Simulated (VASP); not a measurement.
# Zr (Fd-3m) in VASP: a series of runs, part 2 of 2

VASP 6.6.1. Earlier steps stand in the parts before.

## (3) Single point, LDA

INCAR

```
SYSTEM = Zr
  ALGO = Normal
  EDIFF = 1E-7
  ENCUT = 520
  GGA = CA
  ISIF = 2
  ISMEAR = -1
  LASPH = .TRUE.
  LCHARG = .FALSE.
  LREAL = .FALSE.
  LWAVE = .FALSE.
  NBANDS = 19
  NELM = 60
  PREC = Accurate
  SIGMA = 0.1
```

KPOINTS

```
k-points
0
G
  14 14 14
  0 0 0
```

POSCAR

```
Zr
1.0
    0.0000000000      2.3369845611      2.3369845611
    2.3369845611      0.0000000000      2.3369845611
    2.3369845611      2.3369845611      0.0000000000
Zr
2
Direct
   -0.1250000000     -0.1250000000     -0.1250000000
    0.1250000000      0.1250000000      0.1250000000
```

Potentials or basis: VASP PAW LDA potentials, release 64 (Zr_sv).

Started as:

```sh
$ cat potpaw_LDA.64/Zr_sv/POTCAR > POTCAR
$ mpirun -np 1 vasp_std > vasp.out
```

Run time: 24 s. Hardware: 1 thread of Intel Xeon 6975P-C (Granite Rapids), shared host; peak memory 0.16 GiB.

It converged, with:

```yaml
Free_energy: -4.5984 eV
Pressure: 224.8 GPa
Band_gap_on_the_k_mesh: zero (band 12 reaches 19.03 eV, above the bottom of band 13 at 15.30 eV)
```

Levels at points of the mesh, in eV from the Fermi level:
| k point | band 10 | band 11 | band 12 | band 13 | band 14 | band 15 |
| --- | --- | --- | --- | --- | --- | --- |
| (0.00, 0.00, 0.00) | -4.66 | -4.66 | -0.12 | -0.12 | -0.12 | 6.51 |
| (0.50, 0.00, 0.00) | -3.77 | -3.77 | -2.06 | -2.06 | -1.60 | 5.10 |
| (0.50, 0.50, 0.00) | -6.21 | -2.11 | -2.11 | 1.04 | 1.04 | 6.72 |

## (4) Relaxation of cell and atoms, LDA, target pressure 220 GPa, at which the enthalpy is minimised

This run uses another cell than the first one, of 11.49 Å³/atom, 0.902 times its volume.

INCAR

```
SYSTEM = Zr
  PREC = Accurate
  ENCUT = 600
  EDIFF = 1E-7
  ISMEAR = -1
  SIGMA = 0.1
  LREAL = .False.
  LASPH = .True.
  NELM = 100
  ALGO = Normal
  ISIF = 3
  LWAVE = .False.
  LCHARG = .False.
  IBRION = 2
  NSW = 60
  EDIFFG = -0.005
  PSTRESS = 2200.0
```

KPOINTS

```
Automatic mesh
0
Gamma
  14 14 14
  0 0 0
```

POSCAR

```
Zr
1.0
    0.0000000000      2.2565936624      2.2565936624
    2.2565936624      0.0000000000      2.2565936624
    2.2565936624      2.2565936624      0.0000000000
Zr
2
Direct
   -0.1250000000     -0.1250000000     -0.1250000000
    0.1250000000      0.1250000000      0.1250000000
```

Potentials or basis: VASP PAW LDA potentials, release 64 (Zr_sv).

Started as:

```sh
$ cat potpaw_LDA.64/Zr_sv/POTCAR > POTCAR
$ mpirun -np 1 vasp_std > vasp.out
```

OUTCAR:

```text
SYSTEM = Zr
   PREC = Accurate
   ENCUT = 600
   EDIFF = 1E-7
   ISMEAR = -1
   LREAL = .False.
   LASPH = .True.
   NELM = 100
   ISIF = 3
   IBRION = 2
   NSW = 60
   EDIFFG = -0.005
   PSTRESS = 2200.0

 ion  position               nearest neighbor table
   1  0.875  0.875  0.875-   2 1.95   2 1.95   2 1.95   2 1.95   2 3.74   2 3.74   2 3.74   2 3.74
                             2 3.74   2 3.74   2 3.74   2 3.74   2 3.74   2 3.74   2 3.74   2 3.74
   2  0.125  0.125  0.125-   1 1.95   1 1.95   1 1.95   1 1.95   1 3.74   1 3.74   1 3.74   1 3.74
                             1 3.74   1 3.74   1 3.74   1 3.74   1 3.74   1 3.74   1 3.74   1 3.74

  LATTYP: Found a face centered cubic cell.
 ALAT       =     4.5131873248

  Lattice vectors:

 A1 = (   0.0000000000,   2.2565936624,   2.2565936624)
 A2 = (   2.2565936624,   0.0000000000,   2.2565936624)
 A3 = (   2.2565936624,   2.2565936624,   0.0000000000)

Analysis of symmetry for initial positions (statically):
=====================================================================
[... 218 lines left out ...]
 cond. band min:       5.0964136515   @ k =   0.4286   0.2857   0.0714
 fundamental gap:      0.0041651994
 Fermi energy:         5.0949429004

 k-point     1 :       0.0000    0.0000    0.0000
  band No.  band energies     occupation
      1     -43.5024      2.00000
      2     -42.9842      2.00000
      3     -21.9711      2.00000
      4     -21.9711      2.00000
      5     -21.9711      2.00000
      6     -21.0524      2.00000
[... 560 lines left out ...]
--------------------------------------- Ionic step        5  -------------------------------------------

 number of electron      24.0000000 magnetization

 Free energy of the ion-electron system (eV)
  ---------------------------------------------------
  ext. energy  EPLUGINS =         0.00000000
  ---------------------------------------------------
  free energy    TOTEN  =        -4.78745873 eV

  energy without entropy =       -4.72822270  energy(sigma->0) =       -4.75784072

 E-fermi :  17.2611     XC(G=0): -13.9491

 val. band max:       17.2479211405   @ k =  -0.0714   0.0714   0.0000
 cond. band min:      17.2631018624   @ k =  -0.1429   0.1429   0.0000
 fundamental gap:      0.0151807219
 Fermi energy:        17.2611397434

 k-point     1 :       0.0000    0.0000    0.0000
  band No.  band energies     occupation
      1     -34.9335      2.00000
      2     -28.1326      2.00000
      3     -13.1646      2.00000
      4     -13.1646      2.00000
      5     -13.1646      2.00000
      6      -8.0482      2.00000
[... 480 lines left out ...]
  energy  without entropy=       -4.7282227008  energy(sigma->0) =       -4.75784072

  enthalpy is  TOTEN    =        30.4525550999 eV   P V=       35.2400138330

 reached required accuracy - stopping structural energy minimisation
```

CONTCAR:

```text
Zr
   1.00000000000000
     0.0000000000000000    2.3411612400212030    2.3411612400212030
     2.3411612400212030    0.0000000000000000    2.3411612400212030
     2.3411612400212030    2.3411612400212030    0.0000000000000000
  Zr
     2
Direct
     0.8750000000000000    0.8750000000000000    0.8750000000000000
     0.1250000000000000    0.1250000000000000    0.1250000000000000

  0.00000000E+00  0.00000000E+00  0.00000000E+00
  0.00000000E+00  0.00000000E+00  0.00000000E+00
```

It took 1.7 min on 1 thread of Intel Xeon 6975P-C (Granite Rapids), shared host; peak memory 0.17 GiB.

Results:

- Free energy: -4.7875 eV
- Relaxed volume: 12.83 Å³/atom
- Relaxed cell: a = 3.311 Å, b = 3.311 Å, c = 3.311 Å, α = 60.00°, β = 60.00°, γ = 60.00°
- Space group after relaxing (to 0.05 Å): Fd-3m (No. 227)
- Energy change on relaxing (the enthalpy is what falls): -2294.2 meV/atom
- Ionic steps: 5
- Pressure after relaxing: 220.0 GPa
- Band gap on the k mesh: zero (band 12 reaches 18.93 eV, above the bottom of band 13 at 15.22 eV)

The path:
| step | energy change (eV) | largest force (eV/Å) | pressure (GPa) | volume (Å³) |
| --- | --- | --- | --- | --- |
| 1 | 0.0000 | 0.0000 | 337.42 | 22.98 |
| 2 | -13.4692 | 0.0000 | -5.20 | 63.92 |
| 3 | -7.3365 | 0.0000 | 152.65 | 28.06 |
| 4 | -4.8859 | 0.0000 | 212.65 | 25.88 |
| 5 | -4.5883 | 0.0000 | 220.04 | 25.66 |

Final structure:
```
Zr
1.0
     0.00000    2.34116    2.34116
     2.34116    0.00000    2.34116
     2.34116    2.34116    0.00000
Zr
2
Direct
  0.87500 0.87500 0.87500
  0.12500 0.12500 0.12500
```

Levels at points of the mesh, in eV from the Fermi level:
| k point | band 9 | band 10 | band 11 | band 12 | band 13 | band 14 | band 15 | band 16 |
| --- | --- | --- | --- | --- | --- | --- | --- | --- |
| (0.00, 0.00, 0.00) | -5.87 | -4.63 | -4.63 | -0.11 | -0.11 | -0.11 | 6.45 | 6.45 |
| (0.50, 0.00, 0.00) | -4.68 | -3.75 | -3.75 | -2.04 | -2.04 | -1.59 | 5.06 | 8.36 |
| (0.50, 0.50, 0.00) | -6.18 | -6.18 | -2.09 | -2.09 | 1.05 | 1.05 | 6.66 | 6.66 |

Caveat: the cell is relaxed towards a set pressure, so the enthalpy falls and the energy may rise.

## (5) Relaxation of cell and atoms, LDA, target pressure 220 GPa, at which the enthalpy is minimised

INCAR

```
  ALGO = Normal
  EDIFF = 1E-7
  EDIFFG = -0.005
  ENCUT = 600
  GGA = CA
  IBRION = 2
  ISIF = 3
  ISMEAR = -1
  LASPH = T
  LCHARG = F
  LREAL = F
  LWAVE = F
  NELM = 80
  NSW = 32
  PREC = Accurate
  PSTRESS = 2200.0
  SIGMA = 0.1
```

KPOINTS

```
k-points
0
Gamma
  14 14 14
```

POSCAR

```
Zr
1.0
    0.0000000000      2.3357317934      2.3357317934
    2.3357317934      0.0000000000      2.3357317934
    2.3357317934      2.3357317934      0.0000000000
Zr
2
Direct
   -0.1250000000     -0.1250000000     -0.1250000000
    0.1250000000      0.1250000000      0.1250000000
```

Started as:

```sh
$ cat potpaw_LDA.64/Zr_sv/POTCAR > POTCAR
$ mpirun -np 1 vasp_std > vasp.out
```

It took 70 s on 1 thread of Intel Xeon 6975P-C (Granite Rapids), shared host; peak memory 0.18 GiB.

It converged, with:

| Property | Result |
| --- | --- |
| Free energy | -4.7938 eV |
| Relaxed volume | 12.83 Å³/atom |
| Relaxed cell | a = 3.311 Å, b = 3.311 Å, c = 3.311 Å, α = 60.00°, β = 60.00°, γ = 60.00° |
| Space group after relaxing (to 0.05 Å) | Fd-3m (No. 227) |
| Energy change on relaxing (the enthalpy is what falls) | -125.6 meV/atom |
| Ionic steps | 4 |
| Pressure after relaxing | 220.0 GPa |
| Band gap on the k mesh | zero (band 12 reaches 18.93 eV, above the bottom of band 13 at 15.22 eV) |

Step by step:
```csv
step,energy change (eV),largest force (eV/Å),pressure (GPa),volume (Å³)
1,0.0000,0.0000,226.29,25.49
2,-2.3146,0.0000,169.16,27.38
3,-0.2610,0.0000,219.75,25.67
4,-0.2512,0.0000,220.01,25.67
```

Final structure:
```
Zr
1.0
     0.00000    2.34123    2.34123
     2.34123    0.00000    2.34123
     2.34123    2.34123    0.00000
Zr
2
Direct
  0.87500 0.87500 0.87500
  0.12500 0.12500 0.12500
```

Levels at points of the mesh, in eV from the Fermi level:
| k point | band 10 | band 11 | band 12 | band 13 | band 14 | band 15 |
| --- | --- | --- | --- | --- | --- | --- |
| (0.00, 0.00, 0.00) | -4.63 | -4.63 | -0.11 | -0.11 | -0.11 | 6.45 |
| (0.50, 0.00, 0.00) | -3.75 | -3.75 | -2.04 | -2.04 | -1.59 | 5.06 |
| (0.50, 0.50, 0.00) | -6.18 | -2.09 | -2.09 | 1.05 | 1.05 | 6.65 |

Caveat: the cell is relaxed towards a set pressure, so the enthalpy falls and the energy may rise.

## (6) Summary

| task | cell | cutoff (eV) | gap on the mesh (eV) | pressure (GPa) |
| --- | --- | --- | --- | --- |
| single point | a = 3.303 Å, angles 60.0°, 2 atoms | 520 | none | 226.3 |
| single point | a = 3.305 Å, angles 60.0°, 2 atoms | 520 | none | 224.8 |
| relaxation of cell and atoms | relaxed to 220 GPa from a = 3.191 Å, angles 60.0°, 2 atoms | 600 | none | 220.0 |
| relaxation of cell and atoms | relaxed to 220 GPa from a = 3.303 Å, angles 60.0°, 2 atoms | 600 | none | 220.0 |

Alike in all rows: level LDA; potentials or basis VASP PAW LDA potentials, release 64 (Zr_sv); no spin polarisation; k mesh 14 × 14 × 14; smearing fermi-dirac 0.1 eV.

Caveats: the cell is relaxed towards a set pressure, so the enthalpy falls and the energy may rise (some runs).

Absolute energies hang on the potentials; compare differences alone.
